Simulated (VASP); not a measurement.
Crystal: MgO.

```
Mg O
1.0
     0.00000    2.09700    2.09700
     2.09700    0.00000    2.09700
     2.09700    2.09700    0.00000
Mg O
1 1
Direct
  0.00000 0.00000 0.00000
  0.50000 0.50000 0.50000
```

| Quantity | Value |
| --- | --- |
| Program | VASP 6.6.1 |
| Task | relaxation of cell and atoms |
| Functional | revPBE |
| Potentials or basis | VASP PAW PBE potentials, release 64 (Mg, O) |
| Cutoff | 600 eV |
| k mesh | 11 × 11 × 11 |
| Occupations | fermi-dirac, width 0.05 eV |
| Spin | no spin polarisation |

At the start: pressure 9.6 GPa; volume 9.22 Å³/atom.

How do energy, volume and symmetry change on relaxing?

Over 3 steps the energy falls by 16.2 meV/atom and the volume is 9.79 Å³/atom (+6.1 %); space group Fm-3m (No. 225, to 0.05 Å).

Step by step:
```csv
step,energy change (eV),largest force (eV/Å),pressure (GPa),volume (Å³)
1,0.0000,0.0000,9.63,18.44
2,-0.0292,0.0000,-2.62,19.96
3,-0.0324,0.0000,0.01,19.58
```

Final structure:
```
Mg O
1.0
     0.00000    2.13912    2.13912
     2.13912    0.00000    2.13912
     2.13912    2.13912    0.00000
Mg O
1 1
Cartesian
  0.0000 0.0000 0.0000
  2.1391 2.1391 2.1391
```

Caveat: the PAW data sets were made with another functional, which shifts forces and pressure a little.
